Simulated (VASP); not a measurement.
# LiCl (P1) in VASP: further runs, part 2 of 2

VASP 6.6.1. Earlier steps stand in the parts before.

### Step 3. Single point, PBE

INCAR reads:

```
SYSTEM = LiCl
PREC     = Accurate       ! precision mode
ENCUT    = 650            ! plane-wave cutoff, eV
EDIFF    = 1E-6           ! SCF threshold, eV
ISMEAR   = 0              ! smearing method
SIGMA    = 0.01           ! smearing width, eV
LREAL    = .FALSE.        ! projectors in reciprocal space
LASPH    = .TRUE.         ! aspherical terms in the spheres
NELM     = 120            ! most SCF steps
ALGO     = Normal         ! electronic algorithm
ISIF     = 2              ! what is computed and relaxed
LWAVE    = .FALSE.        ! write WAVECAR
LCHARG   = .FALSE.        ! write CHGCAR
GGA      = PE             ! functional
NBANDS   = 30             ! bands
GGA_COMPAT= .FALSE.
```

KPOINTS reads:

```
regular mesh
0
G
  1 1 2
  0 0 0
```

POSCAR reads:

```
LiCl
1.0
    0.0000000000      5.1295400000      5.1295400000
    5.1295400000      0.0000000000      5.1295400000
    2.5647700000      2.5647700000      0.0000000000
Li Cl
4 4
Direct
   -0.0164860787      0.0066442605     -0.0069846419
    0.0054605286      0.5004748964     -0.0461230442
    0.5010671522      0.0003787864      0.0232995551
    0.5058694347      0.4803503823      0.0325064236
    0.2584568987      0.2438136753      0.4963248167
    0.2423532130      0.7566708711      0.4967008738
    0.7463570808      0.2518560144      0.4965437447
    0.7536332693      0.7500384050      0.5099022524
```

Potentials or basis: VASP PAW PBE potentials, release 64 (Li_sv, Cl).

Launch:

```
> cat potpaw_PBE.64/Li_sv/POTCAR potpaw_PBE.64/Cl/POTCAR > POTCAR
> mpirun -np 1 vasp_std > vasp.out
```

OUTCAR:

```text
SYSTEM = LiCl
   PREC = Accurate
   ENCUT = 650
   EDIFF = 1E-6
   ISMEAR = 0
   LREAL = .FALSE.
   LASPH = .TRUE.
   NELM = 120
   ISIF = 2
   GGA = PE

 ion  position               nearest neighbor table
   1  0.984  0.007  0.993-   7 2.49   8 2.50   7 2.55   6 2.56   6 2.62   5 2.63
   2  0.005  0.500  0.954-   8 2.43   5 2.49   6 2.53   7 2.61
   3  0.501  0.000  0.023-   5 2.46   8 2.54   7 2.55   6 2.58   5 2.60   8 2.60
   4  0.506  0.480  0.033-   7 2.42   5 2.48   7 2.55   6 2.61
   5  0.258  0.244  0.496-   3 2.46   4 2.48   2 2.49   3 2.60   1 2.63
   6  0.242  0.757  0.497-   2 2.53   1 2.56   3 2.58   4 2.61   1 2.62
   7  0.746  0.252  0.497-   4 2.42   1 2.49   3 2.55   1 2.55   4 2.55   2 2.61
   8  0.754  0.750  0.510-   2 2.43   1 2.50   3 2.54   3 2.60

  LATTYP: Found a base centered orthorhombic cell.
 ALAT       =     7.2542650367
 B/A-ratio  =     1.4142135624
 C/A-ratio  =     0.5000000000

  Lattice vectors:

 A1 = (  -2.5647700000,   2.5647700000,  -5.1295400000)
 A2 = (  -2.5647700000,   2.5647700000,   5.1295400000)
 A3 = (   2.5647700000,   2.5647700000,   0.0000000000)

Analysis of symmetry for initial positions (statically):
=====================================================================
 Subroutine PRICEL returns:
 Original cell was already a primitive cell.

 Routine SETGRP: Setting up the symmetry group for a
 base centered orthorhombic supercell.

 Subroutine GETGRP returns: Found  1 space group operations
 (whereof  1 operations were pure point group operations)
 out of a pool of  8 trial point group operations.

The static configuration has the point symmetry C_1 .

Analysis of symmetry for dynamics (positions and initial velocities):
=====================================================================
 Subroutine PRICEL returns:
 Original cell was already a primitive cell.

 Routine SETGRP: Setting up the symmetry group for a
 base centered orthorhombic supercell.

 Subroutine GETGRP returns: Found  1 space group operations
 (whereof  1 operations were pure point group operations)
 out of a pool of  8 trial point group operations.

The dynamic configuration has the point symmetry C_1 .

 Subroutine INISYM returns: Found  1 space group operations
 (whereof  1 operations are pure point group operations),
 and found     1 'primitive' translations

----------------------------------------------------------------------------------------

                                     Primitive cell

  volume of cell :     134.9694

  direct lattice vectors                    reciprocal lattice vectors
     0.000000000  5.129540000  5.129540000    -0.097474627  0.097474627  0.097474627
     5.129540000  0.000000000  5.129540000     0.097474627 -0.097474627  0.097474627
     2.564770000  2.564770000  0.000000000     0.194949255  0.194949255 -0.194949255

  length of vectors
     7.254265037  7.254265037  3.627132518     0.168831007  0.168831007  0.337662014

  position of ions in fractional coordinates (direct lattice)
     0.983513921  0.006644261  0.993015358
     0.005460529  0.500474896  0.953876956
     0.501067152  0.000378786  0.023299555
     0.505869435  0.480350382  0.032506424
     0.258456899  0.243813675  0.496324817
     0.242353213  0.756670871  0.496700874
     0.746357081  0.251856014  0.496543745
     0.753633269  0.750038405  0.509902252

[... 43 lines left out ...]
   total plane-waves  NPLWV = 108000
   dimension x,y,z NGX =    60 NGY =   60 NGZ =   30
   dimension x,y,z NGXF=   120 NGYF=  120 NGZF=   60
   ions per type =               4   4
   NGX,Y,Z   is equivalent  to a cutoff of  13.75, 13.75, 13.75 a.u.
   NGXF,Y,Z  is equivalent  to a cutoff of  27.50, 27.50, 27.50 a.u.
 SYSTEM =  LiCl
   PREC   = accura    normal or accurate (medium, high low for compatibility)
   ISTART =      0    job   : 0-new  1-cont  2-samecut
   ICHARG =      2    charge: 1-file 2-atom 10-const
   ISPIN  =      1    spin polarized calculation?
   LNONCOLLINEAR =      F non collinear calculations
   LSORBIT =      F    spin-orbit coupling
   LASPH  =      T    aspherical Exc in radial PAW
   ENCUT  =  650.0 eV  47.77 Ry    6.91 a.u.  15.08 15.08  7.54*2*pi/ulx,y,z
   NELM   =    120;   NELMIN=  2; NELMDL= -5     # of ELM steps
   EDIFF  = 0.1E-05   stopping-criterion for ELM
   LREAL  =      F    real-space projection
   EDIFFG = 0.1E-04   stopping-criterion for IOM
   NSW    =      0    number of steps for IOM
   IBRION =     -1    ionic relax: 0-MD 1-quasi-New 2-CG
   NFREE  =      0    steps in history (QN), initial steepest desc. (CG)
   ISIF   =      2    stress and relaxation
   ISYM   =      2    0-nonsym 1-usesym 2-fastsym
   POTIM  = 0.5000    time-step for ionic-motion
   TEBEG  =    0.0;   TEEND  =   0.0 temperature during run
   PSTRESS=    0.0 pullay stress
   NELECT =      40.0000    total number of electrons
   NUPDOWN=      -1.0000    fix difference up-down
   EMIN   =  10.00;   EMAX   =-10.00  energy-range for DOS
   EFERMI =   0.00;   METHOD = LEGACY
   ISMEAR =     0;   SIGMA  =   0.01  broadening in eV -4-tet -1-fermi 0-gaus
   EFERMI_NEDOS =   21; number of points for ismear=-14 and -15
   IALGO  =     38    algorithm
   IMIX   =      4    mixing-type and parameters
     AMIX     =   0.40;   BMIX     =  1.00
     AMIX_MAG =   1.60;   BMIX_MAG =  1.00
  volume/ion in A,a.u.               =      16.87       113.85
  Fermi-wavevector in a.u.,A,eV,Ry     =   1.091482  2.062601 16.209056  1.191332
  Thomas-Fermi vector in A             =   2.227728
   LORBIT       =      0    0 simple, 1 ext, 2 COOP (PROOUT), +10 PAW based schemes
   GGA     = PE    functional components
   LHFCALC =     F    Hartree Fock is set to
   AEXX    =    0.0000 exact exchange contribution
   IVDW    =     0    specifies the selected vdW correction
   LEPSILON=     F    determine dielectric tensor
   LRPA    =     F    only Hartree local field effects (RPA)
 non-spin polarized calculation
 Gauss-broadening in eV      SIGMA  =   0.01
  energy-cutoff  :      650.00
  volume of cell :      134.97
 maximum number of plane-waves:      5052
   NGX = 31   NGY = 31   NGZ = 15

 number of electron      40.0000002 magnetization

 Free energy of the ion-electron system (eV)
  ---------------------------------------------------
  ext. energy  EPLUGINS =         0.00000000
  ---------------------------------------------------
  free energy    TOTEN  =       -27.35185994 eV

  energy without entropy =      -27.35185994  energy(sigma->0) =      -27.35185994

 E-fermi :   1.1297     XC(G=0):  -8.6269

 val. band max:        0.9737213345   @ k =   0.0000   0.0000   0.0000
 cond. band min:       7.0403849385   @ k =   0.0000   0.0000   0.0000
 fundamental gap:      6.0666636040
 Fermi energy:         1.1296695993

 k-point     1 :       0.0000    0.0000    0.0000
  band No.  band energies     occupation
      1     -43.1296      2.00000
      2     -43.1177      2.00000
      3     -43.0622      2.00000
      4     -43.0506      2.00000
      5     -12.6088      2.00000
      6     -12.0299      2.00000
[... 22 lines left out ...]
     29      10.2864      0.00000
     30      12.5950      0.00000

 k-point     2 :       0.0000    0.0000    0.5000
  band No.  band energies     occupation
      1     -43.1286      2.00000
      2     -43.1170      2.00000
      3     -43.0613      2.00000
      4     -43.0498      2.00000
      5     -12.1262      2.00000
      6     -11.9844      2.00000
[... 22 lines left out ...]
     29      10.1987      0.00000
     30      10.2468      0.00000

------------------------ aborting loop because EDIFF is reached ----------------------------------------

  FORCE on cell =-STRESS in cart. coord.  units (eV):
  Direction    XX          YY          ZZ          XY          YZ          ZX
  --------------------------------------------------------------------------------------
  -------------------------------------------------------------------------------------
  Total        4.8699257      5.1245202      4.8450635      0.0090208      0.0604727     -0.0203519
  in kB       57.8092922     60.8315007     57.5141616      0.1070831      0.7178522     -0.2415909
  external PRESSURE =      58.7183182 kB  Pullay stress =       0.0000000 kB

 VOLUME and BASIS-vectors are now :
 -----------------------------------------------------------------------------
  energy-cutoff  :      650.00
  volume of cell :      134.97
      direct lattice vectors                 reciprocal lattice vectors
     0.000000000  5.129540000  5.129540000    -0.097474627  0.097474627  0.097474627
     5.129540000  0.000000000  5.129540000     0.097474627 -0.097474627  0.097474627
     2.564770000  2.564770000  0.000000000     0.194949255  0.194949255 -0.194949255

 POSITION                                       TOTAL-FORCE (eV/Angst)
 -----------------------------------------------------------------------------------
      2.58094      7.59183      5.07906        -0.138813      0.208341      0.000802
      5.01368      2.47448      2.59522         0.076749      0.043389      0.097051
      0.06170      2.63000      2.57219        -0.095405     -0.031017     -0.134660
      2.54735      2.67825      5.05885         0.126794     -0.203621      0.060548
      2.52361      2.59872      2.57642         0.043238     -0.033035      0.017346
      5.15530      2.51708      5.12453        -0.041915      0.007924     -0.038603
      2.56543      5.10199      5.12037         0.031758     -0.005581      0.067555
      5.15513      5.17357      7.71314        -0.002405      0.013600     -0.070038
 -----------------------------------------------------------------------------------
    total drift:                               -0.000154     -0.000347      0.000474

  FREE ENERGIE OF THE ION-ELECTRON SYSTEM (eV)
  ---------------------------------------------------
  free  energy   TOTEN  =       -27.3518599433 eV

  energy  without entropy=      -27.3518599433  energy(sigma->0) =      -27.35185994
```

Wall time 12 s (1 thread of AMD EPYC 7R13 (Zen 3), shared host); peak memory 0.26 GiB.

Results:

```yaml
Free_energy: -27.3519 eV
Pressure: 5.9 GPa
Largest_force: 0.250 eV/Å
Band_gap_on_the_k_mesh: 6.07 eV
```

Forces on the atoms (eV/Å):
```
Li  -0.139  0.208  0.001
Li   0.077  0.043  0.097
Li  -0.095 -0.031 -0.135
Li   0.127 -0.204  0.061
Cl   0.043 -0.033  0.017
Cl  -0.042  0.008 -0.039
Cl   0.032 -0.006  0.068
Cl  -0.002  0.014 -0.070
```

Levels at points of the mesh, in eV from the valence-band top:
```csv
k point,band 16,band 17,band 18,band 19,band 20,band 21,band 22,band 23,band 24,band 25
"(0.00, 0.00, 0.00)",-0.45,-0.40,-0.12,-0.08,0.00,6.07,6.47,6.51,7.53,7.99
"(0.00, 0.00, 0.50)",-1.28,-0.42,-0.39,-0.37,-0.36,6.45,6.49,7.54,7.57,8.00
```

Caveat: the k points lie up to 1.06 Å⁻¹ apart. A k mesh can miss the band edges.
